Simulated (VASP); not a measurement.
# N (P-1) in VASP: notebook

Runs on N. Level: PBE+D3(BJ). Tasks: single point.

Program: VASP 6.6.1. These are calculated values, not measurements. Logs are shortened: lines on timing, memory, paths and dates and some standing lists are left out, and cuts for length are marked.

## 1. The cell of the first run

The typed cell holds 8 atoms: a = 3.817 Å, b = 3.817 Å, c = 14.849 Å, α = 88.53°, β = 87.05°, γ = 60.00°.

## 2. Single point, PBE+D3(BJ) (the part above a cut slid along it)

INCAR

```
SYSTEM = N
PREC = Accurate
ENCUT = 520
EDIFF = 1E-7
ISMEAR = 0
SIGMA = 0.05
LREAL = .FALSE.
LASPH = .TRUE.
NELM = 60
ALGO = Normal
ISIF = 2
LWAVE = .FALSE.
LCHARG = .FALSE.
GGA = PE
IVDW = 12
NBANDS = 30
```

KPOINTS

```
regular mesh
0
G
  7 7 2
  0 0 0
```

POSCAR

```
N
1.0
   -3.8165516810      0.0000000000      0.0000000000
   -1.9082758405     -3.3052307106      0.0000000000
   -0.7633103362      0.0000000000     14.8290392674
N
8
Direct
    0.1509010399      0.3333333333      0.9121614671
    0.2509010399      0.3333333333      0.4121614671
    0.1657656268      0.3333333333      0.8378385329
    0.2657656268      0.3333333333      0.3378385329
    0.6342343732      0.6666666667      0.1621614671
    0.5342343732      0.6666666667      0.6621614671
    0.6490989601      0.6666666667      0.0878385329
    0.5490989601      0.6666666667      0.5878385329
```

Potentials or basis: VASP PAW PBE potentials, release 64 (N).

The run is started by

```bash
$ cat potpaw_PBE.64/N/POTCAR > POTCAR
$ mpirun -np 1 vasp_std > vasp.out
```

OUTCAR:

```text
SYSTEM = N
   PREC = Accurate
   ENCUT = 520
   EDIFF = 1E-7
   ISMEAR = 0
   LREAL = .FALSE.
   LASPH = .TRUE.
   NELM = 60
   ISIF = 2
   GGA = PE
   IVDW = 12
 IVDW          = 12

 ion  position               nearest neighbor table
   1  0.151  0.333  0.912-   3 1.10
   2  0.251  0.333  0.412-   4 1.10
   3  0.166  0.333  0.838-   1 1.10
   4  0.266  0.333  0.338-   2 1.10
   5  0.634  0.667  0.162-   7 1.10
   6  0.534  0.667  0.662-   8 1.10
   7  0.649  0.667  0.088-   5 1.10
   8  0.549  0.667  0.588-   6 1.10

  LATTYP: Found a base centered monoclinic cell.
 ALAT       =     3.8165516810
 B/A-ratio  =     1.7320508076
 C/A-ratio  =     3.8905988548
 COS(beta)  =    -0.0514059679

  Lattice vectors:

 A1 = (   1.9082758405,  -3.3052307106,   0.0000000000)
 A2 = (   1.9082758405,   3.3052307106,   0.0000000000)
 A3 = (  -0.7633103362,   0.0000000000,  14.8290392674)

Analysis of symmetry for initial positions (statically):
=====================================================================
 Subroutine PRICEL returns:
 Original cell was already a primitive cell.

 Routine SETGRP: Setting up the symmetry group for a
 base centered monoclinic supercell.

 Subroutine GETGRP returns: Found  2 space group operations
 (whereof  1 operations were pure point group operations)
 out of a pool of  4 trial point group operations.

The static configuration has the point symmetry C_1 .
 The point group associated with its full space group is S_2 .

Analysis of symmetry for dynamics (positions and initial velocities):
=====================================================================
 Subroutine PRICEL returns:
 Original cell was already a primitive cell.

 Routine SETGRP: Setting up the symmetry group for a
 base centered monoclinic supercell.

 Subroutine GETGRP returns: Found  2 space group operations
 (whereof  1 operations were pure point group operations)
 out of a pool of  4 trial point group operations.

The dynamic configuration has the point symmetry C_1 .
 The point group associated with its full space group is S_2 .

 Subroutine INISYM returns: Found  2 space group operations
 (whereof  1 operations are pure point group operations),
 and found     1 'primitive' translations

----------------------------------------------------------------------------------------

                                     Primitive cell

  volume of cell :     187.0622

  direct lattice vectors                    reciprocal lattice vectors
    -3.816551681  0.000000000  0.000000000    -0.262016627  0.151275370 -0.013487050
    -1.908275840 -3.305230711  0.000000000     0.000000000 -0.302550741  0.000000000
    -0.763310336  0.000000000 14.829039267     0.000000000  0.000000000  0.067435252

  length of vectors
     3.816551681  3.816551681 14.848671599     0.302851203  0.302550741  0.067435252

  position of ions in fractional coordinates (direct lattice)
     0.150901040  0.333333333  0.912161467
     0.250901040  0.333333333  0.412161467
     0.165765627  0.333333333  0.837838533
     0.265765627  0.333333333  0.337838533
     0.634234373  0.666666667  0.162161467
     0.534234373  0.666666667  0.662161467
     0.649098960  0.666666667  0.087838533
     0.549098960  0.666666667  0.587838533

  ion indices of the primitive-cell ions
   primitive index   ion index
                 1           1
                 2           2
                 3           3
                 4           4
                 5           5
                 6           6
                 7           7
                 8           8

----------------------------------------------------------------------------------------

 KPOINTS: regular mesh

Automatic generation of k-mesh.
 Grid dimensions read from file:
 generate k-points for:    7    7    2

 Generating k-lattice:

  Cartesian coordinates                     Fractional coordinates (reciprocal lattice)
    -0.037430947  0.021610767 -0.001926721     0.142857143 -0.000000000 -0.000000000
     0.000000000 -0.043221534  0.000000000     0.000000000  0.142857143  0.000000000
     0.000000000  0.000000000  0.033717626     0.000000000  0.000000000  0.500000000

  Length of vectors
     0.043264458  0.043221534  0.033717626

  Shift w.r.t. Gamma in fractional coordinates (k-lattice)
     0.000000000  0.000000000  0.000000000

 Subroutine IBZKPT returns following result:
 ===========================================

 Found     50 irreducible k-points:

 Following reciprocal coordinates:
            Coordinates               Weight
  0.000000  0.000000  0.000000      1.000000
  0.142857 -0.000000  0.000000      2.000000
 -0.142857 -0.142857 -0.000000      2.000000
  0.285714  0.000000  0.000000      2.000000
 -0.285714 -0.285714 -0.000000      2.000000
  0.428571 -0.000000 -0.000000      2.000000
[... 16 lines left out ...]
  0.142857  0.428571  0.000000      2.000000
  0.000000  0.428571  0.000000      2.000000
 [... further k-points ...]
[... 65 lines left out ...]

 E-fermi :  -6.1423     XC(G=0):  -6.3062

 val. band max:       -6.4195655874   @ k =  -0.1429  -0.1429  -0.0000
 cond. band min:       0.5843586483   @ k =   0.4286  -0.4286  -0.0000
 fundamental gap:      7.0039242357
 Fermi energy:        -6.1423106363

 k-point     1 :       0.0000    0.0000    0.0000
  band No.  band energies     occupation
      1     -25.0303      2.00000
      2     -25.0198      2.00000
      3     -25.0193      2.00000
      4     -25.0084      2.00000
      5     -10.5902      2.00000
      6     -10.2748      2.00000
[... 22 lines left out ...]
     29       4.0054      0.00000
     30       4.1181      0.00000

 k-point     2 :       0.1429   -0.0000    0.0000
  band No.  band energies     occupation
      1     -25.0224      2.00000
      2     -25.0134      2.00000
      3     -25.0118      2.00000
      4     -25.0024      2.00000
      5     -10.5316      2.00000
      6     -10.2588      2.00000
[... 22 lines left out ...]
     29       4.2430      0.00000
     30       4.3867      0.00000

 k-point     3 :      -0.1429   -0.1429   -0.0000
  band No.  band energies     occupation
      1     -25.0225      2.00000
      2     -25.0133      2.00000
      3     -25.0119      2.00000
      4     -25.0022      2.00000
      5     -10.5367      2.00000
      6     -10.2549      2.00000
[... 22 lines left out ...]
     29       4.2394      0.00000
     30       4.3950      0.00000

 k-point     4 :       0.2857    0.0000    0.0000
  band No.  band energies     occupation
      1     -25.0043      2.00000
      2     -24.9985      2.00000
      3     -24.9958      2.00000
      4     -24.9896      2.00000
      5     -10.3806      2.00000
      6     -10.2048      2.00000
[... 22 lines left out ...]
     29       4.8546      0.00000
     30       5.0800      0.00000

 k-point     5 :      -0.2857   -0.2857   -0.0000
  band No.  band energies     occupation
      1     -25.0048      2.00000
      2     -24.9983      2.00000
      3     -24.9964      2.00000
      4     -24.9887      2.00000
      5     -10.4044      2.00000
      6     -10.1934      2.00000
[... 22 lines left out ...]
     29       4.8302      0.00000
     30       5.1063      0.00000
[... 526 lines left out ...]
     29       5.7592      0.00000
     30       6.4263      0.00000

 k-point    22 :      -0.1429    0.2857   -0.0000
  band No.  band energies     occupation
      1     -24.9927      2.00000
      2     -24.9884      2.00000
      3     -24.9868      2.00000
      4     -24.9818      2.00000
      5     -10.2719      2.00000
      6     -10.1405      2.00000
[... 22 lines left out ...]
     29       5.3401      0.00000
     30       5.6975      0.00000

 k-point    23 :       0.1429    0.4286    0.0000
  band No.  band energies     occupation
      1     -24.9930      2.00000
      2     -24.9882      2.00000
      3     -24.9873      2.00000
      4     -24.9811      2.00000
      5     -10.2907      2.00000
      6     -10.1318      2.00000
[... 22 lines left out ...]
     29       5.2959      0.00000
     30       5.7268      0.00000

 k-point    24 :       0.0000    0.4286    0.0000
  band No.  band energies     occupation
      1     -24.9892      2.00000
      2     -24.9852      2.00000
      3     -24.9846      2.00000
      4     -24.9794      2.00000
      5     -10.2397      2.00000
      6     -10.1140      2.00000
[... 22 lines left out ...]
     29       5.5572      0.00000
     30       6.0585      0.00000

 [... further k-points ...]

------------------------ aborting loop because EDIFF is reached ----------------------------------------

 Edisp (eV)   -0.41360

 E8    (eV) :    -0.0971

  FORCE on cell =-STRESS in cart. coord.  units (eV):
  Direction    XX          YY          ZZ          XY          YZ          ZX
  --------------------------------------------------------------------------------------
  -------------------------------------------------------------------------------------
  Total      -0.23311    -0.21763     7.55656    -0.06852    -0.08625     0.10364
  in kB      -1.99661    -1.86400    64.72153    -0.58687    -0.73876     0.88766
  external pressure =       20.29 kB  Pullay stress =        0.00 kB

 VOLUME and BASIS-vectors are now :
 -----------------------------------------------------------------------------
  energy-cutoff  :      520.00
  volume of cell :      187.06
      direct lattice vectors                 reciprocal lattice vectors
    -3.816551681  0.000000000  0.000000000    -0.262016627  0.151275370 -0.013487050
    -1.908275840 -3.305230711  0.000000000     0.000000000 -0.302550741  0.000000000
    -0.763310336  0.000000000 14.829039267     0.000000000  0.000000000  0.067435252

 POSITION                                       TOTAL-FORCE (eV/Angst)
 -----------------------------------------------------------------------------------
     -1.90828     -1.10174     13.52648        -0.063148      0.052454      1.692453
     -1.90828     -1.10174      6.11196         0.000010      0.000010      1.740260
     -1.90828     -1.10174     12.42434         0.012594     -0.010305     -1.753546
     -1.90828     -1.10174      5.00982        -0.000153      0.000004     -1.740222
     -3.81655     -2.20349      2.40470        -0.012594      0.010305      1.753546
     -3.81655     -2.20349      9.81922         0.000153     -0.000004      1.740222
     -3.81655     -2.20349      1.30256         0.063148     -0.052454     -1.692453
     -3.81655     -2.20349      8.71708        -0.000010     -0.000010     -1.740260
 -----------------------------------------------------------------------------------
    total drift:                                0.000004      0.000003     -0.000002

  FREE ENERGIE OF THE ION-ELECTRON SYSTEM (eV)
  ---------------------------------------------------
  free  energy   TOTEN  =       -66.9594870160 eV

  energy  without entropy=      -66.9594870160  energy(sigma->0) =      -66.95948702
```

Wall time 1.9 min (1 thread of Intel Xeon 6975P-C (Granite Rapids), shared host); peak memory 0.39 GiB.

Results:

| Property | Result |
| --- | --- |
| Free energy | -66.9595 eV |
| Pressure | 2.0 GPa |
| Largest force | 1.754 eV/Å |
| Band gap on the k mesh | 7.00 eV (least direct gap 7.04 eV) |
| Dispersion energy per atom | -0.052 eV |

Forces on the atoms (eV/Å):
```
N   -0.063  0.052  1.692
N    0.000  0.000  1.740
N    0.013 -0.010 -1.754
N    0.000  0.000 -1.740
N   -0.013  0.010  1.754
N    0.000  0.000  1.740
N    0.063 -0.052 -1.692
N    0.000  0.000 -1.740
```

Stress tensor (GPa, compression positive):
```
-0.20 -0.06  0.09
-0.06 -0.19 -0.07
 0.09 -0.07  6.47
```

Caveat: the cell differs from its parent crystal (the part above a cut slid along it); the standard files for N, O and F lose accuracy on very short bonds; the stress differs along the axes, from -0 to 6 GPa; forces of over 1 eV/Å act on the atoms, so gaps and moduli don't describe the material at rest. A k mesh can miss the band edges.

## 3. Single point, PBE+D3(BJ) (the part above a cut slid along it)

INCAR

```
  ALGO = Normal
  EDIFF = 1E-7
  ENCUT = 520
  GGA = PE
  ISIF = 2
  ISMEAR = 0
  IVDW = 12
  LASPH = T
  LCHARG = F
  LREAL = F
  LWAVE = F
  NBANDS = 30
  NELM = 100
  PREC = Accurate
  SIGMA = 0.05
```

KPOINTS

```
k-points
0
Gamma
  7 7 2
```

POSCAR

```
N
1.0
   -3.8165516810      0.0000000000      0.0000000000
   -1.9082758405     -3.3052307106      0.0000000000
   -1.5266206724      0.0000000000     14.8290392674
N
8
Direct
   -0.0315312535      0.3333333333      0.9121614671
    0.1684687465      0.3333333333      0.4121614671
   -0.0018020798      0.3333333333      0.8378385329
    0.1981979202      0.3333333333      0.3378385329
    0.6018020798      0.6666666667      0.1621614671
    0.4018020798      0.6666666667      0.6621614671
    0.6315312535      0.6666666667      0.0878385329
    0.4315312535      0.6666666667      0.5878385329
```

Potentials or basis: VASP PAW PBE potentials, release 64 (N).

The run is started by

```bash
$ cat potpaw_PBE.64/N/POTCAR > POTCAR
$ mpirun -np 1 vasp_std > vasp.out
```

It took 2 min on 1 thread of Intel Xeon 6975P-C (Granite Rapids), shared host; peak memory 0.4 GiB.

Results (log left out):

```
Free energy                : -66.9163 eV
Pressure                   : 2.2 GPa
Largest force              : 1.779 eV/Å
Band gap on the k mesh     : 6.93 eV
Dispersion energy per atom : -0.052 eV
```

Forces on the atoms (eV/Å):
```
N   -0.055  0.162  1.576
N    0.000  0.000  1.740
N    0.011 -0.032 -1.779
N    0.000  0.000 -1.740
N   -0.011  0.032  1.779
N    0.000  0.000  1.740
N    0.055 -0.162 -1.576
N    0.000  0.000 -1.740
```

Stress tensor (GPa, compression positive):
```
-0.24 -0.05  0.08
-0.05 -0.13 -0.23
 0.08 -0.23  6.84
```

Levels at points of the mesh, in eV from the valence-band top:
```csv
k point,band 17,band 18,band 19,band 20,band 21,band 22,band 23,band 24
"(0.00, 0.00, 0.00)",-1.25,-0.62,-0.53,-0.02,8.00,8.03,8.04,8.15
"(0.00, 0.00, 0.50)",-1.07,-0.99,-0.23,-0.12,7.99,8.04,8.05,8.15
```

Caveat: the cell differs from its parent crystal (the part above a cut slid along it); the standard files for N, O and F lose accuracy on very short bonds; the stress differs along the axes, from -0 to 7 GPa; forces of over 1 eV/Å act on the atoms, so gaps and moduli don't describe the material at rest. A k mesh can miss the band edges.

## 4. Single point, PBE+D3(BJ) (the part above a cut slid along it)

INCAR

```
PREC = Accurate
ENCUT = 520
EDIFF = 1E-6
ISMEAR = 0
SIGMA = 0.05
LREAL = False
LASPH = True
NELM = 80
ALGO = Normal
ISIF = 2
LWAVE = False
LCHARG = True
GGA = PE
IVDW = 12
LELF = True
LVHAR = True
NBANDS = 30
```

KPOINTS

```
Automatic mesh
0
Gamma
  7 7 2
```

POSCAR

```
N
1.0
   -3.8165516810      0.0000000000      0.0000000000
   -1.9082758405     -3.3052307106      0.0000000000
   -0.3816551681      0.0000000000     14.8290392674
N
8
Direct
    0.2421171866      0.3333333333      0.9121614671
    0.2921171866      0.3333333333      0.4121614671
    0.2495494800      0.3333333333      0.8378385329
    0.2995494800      0.3333333333      0.3378385329
    0.6504505200      0.6666666667      0.1621614671
    0.6004505200      0.6666666667      0.6621614671
    0.6578828134      0.6666666667      0.0878385329
    0.6078828134      0.6666666667      0.5878385329
```

The run is started by

```bash
$ cat potpaw_PBE.64/N/POTCAR > POTCAR
$ mpirun -np 1 vasp_std > vasp.out
```

Wall time 1.9 min (1 thread of Intel Xeon 6975P-C (Granite Rapids), shared host); peak memory 0.39 GiB.

Results (log left out):

```
Free energy                : -66.9743 eV
Pressure                   : 2.0 GPa
Largest force              : 1.744 eV/Å
Band gap on the k mesh     : 7.05 eV (least direct gap 7.13 eV)
Dispersion energy per atom : -0.052 eV
```

Forces in eV/Å, atoms in the order of the input:
```
N   -0.033  0.014  1.729
N    0.000  0.000  1.740
N    0.007 -0.003 -1.744
N    0.000  0.000 -1.740
N   -0.007  0.003  1.744
N    0.000  0.000  1.740
N    0.033 -0.014 -1.729
N    0.000  0.000 -1.740
```

Stress tensor (GPa, compression positive):
```
-0.20 -0.03  0.05
-0.03 -0.20 -0.02
 0.05 -0.02  6.35
```

Levels at points of the mesh, in eV from the valence-band top:
```csv
k point,band 17,band 18,band 19,band 20,band 21,band 22,band 23,band 24
"(0.00, 0.00, 0.00)",-1.14,-0.52,-0.51,0.00,8.05,8.09,8.20,8.21
"(0.00, 0.00, 0.50)",-0.94,-0.93,-0.15,-0.14,8.08,8.11,8.12,8.16
```

Caveat: the cell differs from its parent crystal (the part above a cut slid along it); the standard files for N, O and F lose accuracy on very short bonds; the stress differs along the axes, from -0 to 6 GPa; forces of over 1 eV/Å act on the atoms, so gaps and moduli don't describe the material at rest.

## 5. The runs side by side

| cell | gap on the mesh (eV) | pressure (GPa) | largest force (eV/Å) |
| --- | --- | --- | --- |
| a = 3.817, b = 3.817, c = 14.849 Å, angles 88.5, 87.1, 60.0°, 8 atoms | 7.00 | 2.0 | 1.75 |
| a = 3.817, b = 3.817, c = 14.907 Å, angles 87.1, 84.1, 60.0°, 8 atoms | 6.93 | 2.2 | 1.78 |
| a = 3.817, b = 3.817, c = 14.834 Å, angles 89.3, 88.5, 60.0°, 8 atoms | 7.05 | 2.0 | 1.74 |

Alike in all rows: task single point; level PBE+D3(BJ); potentials or basis VASP PAW PBE potentials, release 64 (N); no spin polarisation; k mesh 7 × 7 × 2; cutoff (eV) 520; smearing gaussian 0.05 eV.

Caveats: the standard files for N, O and F lose accuracy on very short bonds; forces of over 1 eV/Å act on the atoms, so gaps and moduli don't describe the material at rest; the stress differs along the axes, from -0 to 6 GPa (at least some runs); the stress differs along the axes, from -0 to 7 GPa (at least some runs).

Total energies depend on the potentials used, so only differences within one code and one set of settings carry meaning.
